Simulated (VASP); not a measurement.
A run of VASP 6.6.1:

Contents of INCAR:

```
SYSTEM = Sb
  PREC = Accurate
  ENCUT = 520
  EDIFF = 1E-6
  ISMEAR = 0
  SIGMA = 0.1
  LREAL = .False.
  LASPH = .True.
  NELM = 100
  ALGO = Normal
  ISIF = 2
  LWAVE = .False.
  LCHARG = .False.
  GGA = PE
  NBANDS = 12
```

KPOINTS

```
regular mesh
0
Gamma
  14 10 10
  0 0 0
```

POSCAR

```
Sb
1.0
    2.9860588476      0.0000000000      0.0000000000
    0.0000000000      4.2205669159      0.0000000000
   -0.0091163641      0.0000000000      4.5006098868
Sb
2
Direct
    0.0000004961      0.7500000000      0.7499872578
    0.9999995039      0.2500000000      0.2500127422
```

Potentials or basis: VASP PAW PBE potentials, release 64 (Sb).

Launch:

```sh
$ cat potpaw_PBE.64/Sb/POTCAR > POTCAR
$ mpirun -np 1 vasp_std > vasp.out
```

Hardware: 1 thread of Intel(R) Xeon(R) Platinum 8488C (Sapphire Rapids) (shared host).

Estimate the wall time of this run.

Wall time 74 s on 1 thread of Intel(R) Xeon(R) Platinum 8488C (Sapphire Rapids) (shared host), peak memory 0.37 GiB. Counts: scf iterations 11, k points 432.
